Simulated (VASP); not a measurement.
# Rb2HfP6 (Fm-3m) in VASP: a series of runs

The runs below take Rb2HfP6 through single point, with r2SCAN.

Program: VASP 6.6.1. These are calculated values, not measurements. Logs are shortened: lines on timing, memory, paths and dates and some standing lists are left out, and cuts for length are marked.

## (1) The cell of the first run

Symmetry: Fm-3m, No. 225, cubic system. Conventional cell: a = 9.636 Å, b = 9.636 Å, c = 9.636 Å, α = 90.00°, β = 90.00°, γ = 90.00°. P (site symmetry 4mm) has 1 Hf at 2.35 Å within 3.1 Å. Within 3.1 Å of Hf (site symmetry m-3m) lie 6 P at 2.35 Å. Within 4.5 Å of Rb (site symmetry -43m) lie 12 P at 3.41 Å and 4 Hf at 4.17 Å.

## (2) Single point, r2SCAN

File POSCAR:

```
Rb2HfP6
1.0
    0.0000000000      4.8178160000      4.8178160000
    4.8178160000      0.0000000000      4.8178160000
    4.8178160000      4.8178160000      0.0000000000
P Hf Rb
6 1 2
Direct
    0.7563000000      0.2437000000      0.2437000000
    0.2437000000      0.7563000000      0.2437000000
    0.2437000000      0.7563000000      0.7563000000
    0.7563000000      0.2437000000      0.7563000000
    0.2437000000      0.2437000000      0.7563000000
    0.7563000000      0.7563000000      0.2437000000
    0.0000000000      0.0000000000      0.0000000000
    0.2500000000      0.2500000000      0.2500000000
    0.7500000000      0.7500000000      0.7500000000
```

File INCAR.step1:

```
  PREC = Accurate
  ENCUT = 520
  ISMEAR = -4
  SIGMA = 0.1
  LREAL = F
  LASPH = T
  NELM = 80
  NBANDS = 39
  ISYM = 0
  GGA = PE
  ALGO = Normal
  EDIFF = 1E-4
  LWAVE = T
  LCHARG = F
```

File INCAR.step2:

```
  PREC = Accurate
  ENCUT = 520
  EDIFF = 1E-6
  ISMEAR = -4
  SIGMA = 0.1
  LREAL = F
  LASPH = T
  NELM = 80
  ALGO = Normal
  ISIF = 2
  LWAVE = F
  LCHARG = F
  METAGGA = R2SCAN
  LMIXTAU = T
  NBANDS = 39
  ISYM = 0
  ISTART = 1
```

File KPOINTS:

```
Automatic mesh
0
Gamma
  3 3 3
  0.5 0.5 0.5
```

Potentials or basis: VASP PAW PBE potentials, release 64 (P, Hf_pv, Rb_sv).

Run with:

```
> cat potpaw_PBE.64/P/POTCAR potpaw_PBE.64/Hf_pv/POTCAR potpaw_PBE.64/Rb_sv/POTCAR > POTCAR
> cp INCAR.step1 INCAR
> mpirun -np 1 vasp_std > vasp.out
> cp INCAR.step2 INCAR
> mpirun -np 1 vasp_std > vasp.out
```

OUTCAR:

```text
PREC = Accurate
   ENCUT = 520
   EDIFF = 1E-6
   ISMEAR = -4
   LREAL = F
   LASPH = T
   NELM = 80
   ISIF = 2
   METAGGA = R2SCAN
   ISYM = 0
   ISTART = 1

 ion  position               nearest neighbor table
   1  0.756  0.244  0.244-   7 2.35   9 3.41   9 3.41   8 3.41   8 3.41
   2  0.244  0.756  0.244-   7 2.35   9 3.41   9 3.41   8 3.41   8 3.41
   3  0.244  0.756  0.756-   7 2.35   9 3.41   9 3.41   8 3.41   8 3.41
   4  0.756  0.244  0.756-   7 2.35   9 3.41   9 3.41   8 3.41   8 3.41
   5  0.244  0.244  0.756-   7 2.35   9 3.41   9 3.41   8 3.41   8 3.41
   6  0.756  0.756  0.244-   7 2.35   9 3.41   9 3.41   8 3.41   8 3.41
   7  0.000  0.000  0.000-   1 2.35   2 2.35   3 2.35   4 2.35   5 2.35   6 2.35   9 4.17   9 4.17
                             9 4.17   8 4.17   9 4.17   8 4.17   8 4.17   8 4.17
   8  0.250  0.250  0.250-   1 3.41   4 3.41   6 3.41   2 3.41   3 3.41   6 3.41   3 3.41   4 3.41
                             5 3.41   1 3.41   2 3.41   5 3.41   7 4.17   7 4.17   7 4.17   7 4.17
   9  0.750  0.750  0.750-   3 3.41   4 3.41   6 3.41   1 3.41   2 3.41   6 3.41   1 3.41   4 3.41
                             5 3.41   2 3.41   3 3.41   5 3.41   7 4.17   7 4.17   7 4.17   7 4.17

IMPORTANT INFORMATION: All symmetrisations will be switched off!
NOSYMM: (Re-)initialisation of all symmetry stuff for point group C_1.

----------------------------------------------------------------------------------------

                                     Primitive cell

  volume of cell :     223.6560

  direct lattice vectors                    reciprocal lattice vectors
     0.000000000  4.817816000  4.817816000    -0.103781464  0.103781464  0.103781464
     4.817816000  0.000000000  4.817816000     0.103781464 -0.103781464  0.103781464
     4.817816000  4.817816000  0.000000000     0.103781464  0.103781464 -0.103781464

  length of vectors
     6.813420728  6.813420728  6.813420728     0.179754769  0.179754769  0.179754769

  position of ions in fractional coordinates (direct lattice)
     0.756300000  0.243700000  0.243700000
     0.243700000  0.756300000  0.243700000
     0.243700000  0.756300000  0.756300000
     0.756300000  0.243700000  0.756300000
     0.243700000  0.243700000  0.756300000
     0.756300000  0.756300000  0.243700000
     0.000000000  0.000000000  0.000000000
     0.250000000  0.250000000  0.250000000
     0.750000000  0.750000000  0.750000000

  ion indices of the primitive-cell ions
   primitive index   ion index
                 1           1
                 2           2
                 3           3
                 4           4
                 5           5
                 6           6
                 7           7
                 8           8
                 9           9

----------------------------------------------------------------------------------------

 KPOINTS: Automatic mesh

Automatic generation of k-mesh.
 Grid dimensions read from file:
 generate k-points for:    3    3    3

 Generating k-lattice:

  Cartesian coordinates                     Fractional coordinates (reciprocal lattice)
    -0.034593821  0.034593821  0.034593821     0.333333333  0.000000000  0.000000000
     0.034593821 -0.034593821  0.034593821     0.000000000  0.333333333  0.000000000
     0.034593821  0.034593821 -0.034593821     0.000000000  0.000000000  0.333333333

  Length of vectors
     0.059918256  0.059918256  0.059918256

  Shift w.r.t. Gamma in fractional coordinates (k-lattice)
     0.500000000  0.500000000  0.500000000

 TETIRR: Found    324 inequivalent tetrahedra from      648

 Subroutine IBZKPT returns following result:
 ===========================================

 Found     56 irreducible k-points:

 Following reciprocal coordinates:
            Coordinates               Weight
  0.166667  0.166667  0.166667      2.000000
  0.166667  0.000000  0.000000      2.000000
  0.000000  0.000000 -0.166667      2.000000
  0.000000  0.166667  0.000000      2.000000
  0.500000  0.166667  0.166667      2.000000
  0.166667  0.500000  0.166667      2.000000
[... 16 lines left out ...]
  0.000000 -0.333333 -0.166667      2.000000
 -0.333333  0.000000 -0.166667      2.000000
 [... further k-points ...]
   k-points           NKPTS =     56   k-points in BZ     NKDIM =     56   number of bands    NBANDS=     39
   number of dos      NEDOS =    301   number of ions     NIONS =      9
   total plane-waves  NPLWV = 157464
   dimension x,y,z NGX =    54 NGY =   54 NGZ =   54
   dimension x,y,z NGXF=   108 NGYF=  108 NGZF=  108
   ions per type =               6   1   2
   NGX,Y,Z   is equivalent  to a cutoff of  13.18, 13.18, 13.18 a.u.
   NGXF,Y,Z  is equivalent  to a cutoff of  26.35, 26.35, 26.35 a.u.
 SYSTEM =  unknown system
   PREC   = accura    normal or accurate (medium, high low for compatibility)
   ISTART =      1    job   : 0-new  1-cont  2-samecut
   ICHARG =      0    charge: 1-file 2-atom 10-const
   ISPIN  =      1    spin polarized calculation?
   LNONCOLLINEAR =      F non collinear calculations
   LSORBIT =      F    spin-orbit coupling
   LASPH  =      T    aspherical Exc in radial PAW
   ENCUT  =  520.0 eV  38.22 Ry    6.18 a.u.  12.67 12.67 12.67*2*pi/ulx,y,z
   NELM   =     80;   NELMIN=  2; NELMDL=  0     # of ELM steps
   EDIFF  = 0.1E-05   stopping-criterion for ELM
   LREAL  =      F    real-space projection
   EDIFFG = 0.1E-04   stopping-criterion for IOM
   NSW    =      0    number of steps for IOM
   IBRION =     -1    ionic relax: 0-MD 1-quasi-New 2-CG
   NFREE  =      0    steps in history (QN), initial steepest desc. (CG)
   ISIF   =      2    stress and relaxation
   ISYM   =      0    0-nonsym 1-usesym 2-fastsym
   POTIM  = 0.5000    time-step for ionic-motion
   TEBEG  =    0.0;   TEEND  =   0.0 temperature during run
   PSTRESS=    0.0 pullay stress
   NELECT =      58.0000    total number of electrons
   NUPDOWN=      -1.0000    fix difference up-down
   EMIN   =  10.00;   EMAX   =-10.00  energy-range for DOS
   EFERMI =   0.00;   METHOD = LEGACY
   ISMEAR =    -4;   SIGMA  =   0.10  broadening in eV -4-tet -1-fermi 0-gaus
   EFERMI_NEDOS =   21; number of points for ismear=-14 and -15
   IALGO  =     38    algorithm
   IMIX   =      4    mixing-type and parameters
     AMIX     =   0.40;   BMIX     =  1.00
     AMIX_MAG =   1.60;   BMIX_MAG =  1.00
  volume/ion in A,a.u.               =      24.85       167.70
  Fermi-wavevector in a.u.,A,eV,Ry     =   1.043976  1.972829 14.828805  1.089886
  Thomas-Fermi vector in A             =   2.178709
   LORBIT       =      0    0 simple, 1 ext, 2 COOP (PROOUT), +10 PAW based schemes
   METAGGA = R2SCAN    functional components
   LHFCALC =     F    Hartree Fock is set to
   AEXX    =    0.0000 exact exchange contribution
   IVDW    =     0    specifies the selected vdW correction
   LEPSILON=     F    determine dielectric tensor
   LRPA    =     F    only Hartree local field effects (RPA)
 non-spin polarized calculation
 Fermi weights with tetrahedron method witout Bloechl corrections
  energy-cutoff  :      520.00
  volume of cell :      223.66
 maximum number of plane-waves:      6062
 NGX is ok and might be reduce to    54
   NGX = 25   NGY = 25   NGZ = 25

 number of electron      57.9999998 magnetization

 Free energy of the ion-electron system (eV)
  ---------------------------------------------------
  ext. energy  EPLUGINS =         0.00000000
  ---------------------------------------------------
  free energy    TOTEN  =      -121.66371435 eV

  energy without entropy =     -121.66371435  energy(sigma->0) =     -121.66371435

 E-fermi :   2.7530     XC(G=0):  -9.6980

 val. band max:        2.6383586178   @ k =  -0.3333   0.1667  -0.3333
 cond. band min:       2.6384554016   @ k =   0.0000  -0.3333   0.5000
 fundamental gap:      0.0000967838
 Fermi energy:         2.7530429290

 k-point     1 :       0.1667    0.1667    0.1667
  band No.  band energies     occupation
      1     -27.4992      2.00000
      2     -27.4991      2.00000
      3     -27.4991      2.00000
      4     -24.0231      2.00000
      5     -24.0120      2.00000
      6      -8.7520      2.00000
[... 31 lines left out ...]
     38       6.1939      0.00000
     39       7.9371      0.00000

 k-point     2 :       0.1667    0.0000    0.0000
  band No.  band energies     occupation
      1     -27.4992      2.00000
      2     -27.4991      2.00000
      3     -27.4991      2.00000
      4     -24.0231      2.00000
      5     -24.0120      2.00000
      6      -8.7520      2.00000
[... 31 lines left out ...]
     38       6.1939      0.00000
     39       7.9374      0.00000

 k-point     3 :       0.0000    0.0000   -0.1667
  band No.  band energies     occupation
      1     -27.4992      2.00000
      2     -27.4991      2.00000
      3     -27.4991      2.00000
      4     -24.0231      2.00000
      5     -24.0120      2.00000
      6      -8.7520      2.00000
[... 31 lines left out ...]
     38       6.1934      0.00000
     39       7.9370      0.00000

 k-point     4 :       0.0000    0.1667    0.0000
  band No.  band energies     occupation
      1     -27.4992      2.00000
      2     -27.4991      2.00000
      3     -27.4991      2.00000
      4     -24.0231      2.00000
      5     -24.0120      2.00000
      6      -8.7520      2.00000
[... 31 lines left out ...]
     38       6.1939      0.00000
     39       7.9370      0.00000
[... 754 lines left out ...]
     38       7.0381      0.00000
     39       8.3912      0.00000

 k-point    23 :       0.0000   -0.3333   -0.1667
  band No.  band energies     occupation
      1     -27.4992      2.00000
      2     -27.4992      2.00000
      3     -27.4991      2.00000
      4     -24.0209      2.00000
      5     -24.0137      2.00000
      6      -8.7897      2.00000
[... 31 lines left out ...]
     38       7.0383      0.00000
     39       8.3913      0.00000

 k-point    24 :      -0.3333    0.0000   -0.1667
  band No.  band energies     occupation
      1     -27.4992      2.00000
      2     -27.4992      2.00000
      3     -27.4991      2.00000
      4     -24.0209      2.00000
      5     -24.0137      2.00000
      6      -8.7897      2.00000
[... 31 lines left out ...]
     38       7.0383      0.00000
     39       8.3913      0.00000

 [... further k-points ...]

------------------------ aborting loop because EDIFF is reached ----------------------------------------

  FORCE on cell =-STRESS in cart. coord.  units (eV):
  Direction    XX          YY          ZZ          XY          YZ          ZX
  --------------------------------------------------------------------------------------
  -------------------------------------------------------------------------------------
  Total        7.0214758      7.0211633      7.0222379      0.0066261     -0.0075234     -0.0079868
  in kB       50.2988854     50.2966467     50.3043446      0.0474665     -0.0538945     -0.0572144
  external PRESSURE =      50.2999589 kB  Pullay stress =       0.0000000 kB

 VOLUME and BASIS-vectors are now :
 -----------------------------------------------------------------------------
  energy-cutoff  :      520.00
  volume of cell :      223.66
      direct lattice vectors                 reciprocal lattice vectors
     0.000000000  4.817816000  4.817816000    -0.103781464  0.103781464  0.103781464
     4.817816000  0.000000000  4.817816000     0.103781464 -0.103781464  0.103781464
     4.817816000  4.817816000  0.000000000     0.103781464  0.103781464 -0.103781464

 POSITION                                       TOTAL-FORCE (eV/Angst)
 -----------------------------------------------------------------------------------
      2.34820      4.81782      4.81782         2.053038      0.005582     -0.005123
      4.81782      2.34820      4.81782         0.005553      2.053126     -0.005257
      7.28743      4.81782      4.81782        -2.053053     -0.005588      0.005126
      4.81782      7.28743      4.81782        -0.005561     -2.053142      0.005260
      4.81782      4.81782      2.34820        -0.005174     -0.005337      2.052920
      4.81782      4.81782      7.28743         0.005169      0.005330     -2.052911
      0.00000      0.00000      0.00000         0.000028      0.000032     -0.000015
      2.40891      2.40891      2.40891         0.001021      0.000990     -0.001078
      7.22672      7.22672      7.22672        -0.001023     -0.000994      0.001078
 -----------------------------------------------------------------------------------
    total drift:                               -0.000006     -0.000004      0.000007

  FREE ENERGIE OF THE ION-ELECTRON SYSTEM (eV)
  ---------------------------------------------------
  free  energy   TOTEN  =      -121.6637143497 eV

  energy  without entropy=     -121.6637143497  energy(sigma->0) =     -121.66371435
```

It took 41 min on 1 thread of Intel Xeon Platinum 8488C (Sapphire Rapids), shared host; peak memory 0.69 GiB.

Results:

| Item | Value |
| --- | --- |
| Free energy | -121.6637 eV |
| Pressure | 5.0 GPa |
| Largest force | 2.053 eV/Å |
| Band gap on the k mesh | zero (bands 29 and 30 overlap by 0.36 eV) |

Forces in eV/Å, atoms in the order of the input:
```
P    2.053  0.006 -0.005
P    0.006  2.053 -0.005
P   -2.053 -0.006  0.005
P   -0.006 -2.053  0.005
P   -0.005 -0.005  2.053
P    0.005  0.005 -2.053
Hf   0.000  0.000  0.000
Rb   0.001  0.001 -0.001
Rb  -0.001 -0.001  0.001
```

Caveat: the k points lie up to 0.38 Å⁻¹ apart; the PAW data sets were made with another functional, which shifts forces and pressure a little; spin-orbit coupling is left out, which moves the levels of the heavy elements.

## (3) Single point, r2SCAN

POSCAR is that of step 2.

File INCAR.step1:

```
SYSTEM = Rb2HfP6
ALGO = Normal
EDIFF = 1E-4
ENCUT = 520
GGA = PE
ISMEAR = -4
ISYM = 0
LASPH = .TRUE.
LCHARG = .FALSE.
LREAL = .FALSE.
LWAVE = .TRUE.
NBANDS = 39
NELM = 80
PREC = Accurate
SIGMA = 0.1
```

File INCAR.step2:

```
SYSTEM = Rb2HfP6
ALGO = Normal
EDIFF = 1E-7
ENCUT = 520
ISIF = 2
ISMEAR = -4
ISTART = 1
ISYM = 0
LASPH = .TRUE.
LCHARG = .FALSE.
LMIXTAU = .TRUE.
LREAL = .FALSE.
LWAVE = .FALSE.
METAGGA = R2SCAN
NBANDS = 39
NELM = 80
PREC = Accurate
SIGMA = 0.1
```

File KPOINTS:

```
k-points
0
G
  3 3 3
  0 0 0
```

Potentials or basis: VASP PAW PBE potentials, release 64 (P, Hf_pv, Rb_sv).

Run with:

```
> cat potpaw_PBE.64/P/POTCAR potpaw_PBE.64/Hf_pv/POTCAR potpaw_PBE.64/Rb_sv/POTCAR > POTCAR
> cp INCAR.step1 INCAR
> mpirun -np 1 vasp_std > vasp.out
> cp INCAR.step2 INCAR
> mpirun -np 1 vasp_std > vasp.out
```

It took 10 min on 1 thread of Intel Xeon Platinum 8488C (Sapphire Rapids), shared host; peak memory 0.48 GiB.

The run converged. Its results:

```
Free energy            : -121.4635 eV
Pressure               : 5.0 GPa
Largest force          : 1.728 eV/Å
Band gap on the k mesh : zero (bands 29 and 30 overlap by 0.15 eV)
```

Forces on the atoms (eV/Å):
```
P    1.725 -0.001  0.000
P   -0.001  1.727  0.000
P   -1.725  0.001  0.000
P    0.001 -1.727  0.000
P    0.000  0.000  1.728
P    0.000  0.000 -1.728
Hf   0.000  0.000  0.000
Rb   0.000  0.000  0.000
Rb   0.000  0.000  0.000
```

Levels at points of the mesh, in eV from the Fermi level:
```csv
k point,band 26,band 27,band 28,band 29,band 30,band 31,band 32,band 33
"(0.00, 0.00, 0.00)",-1.13,0.14,0.14,0.14,1.96,1.96,1.96,2.10
```

Caveat: the k points lie up to 0.38 Å⁻¹ apart; the PAW data sets were made with another functional, which shifts forces and pressure a little; spin-orbit coupling is left out, which moves the levels of the heavy elements.
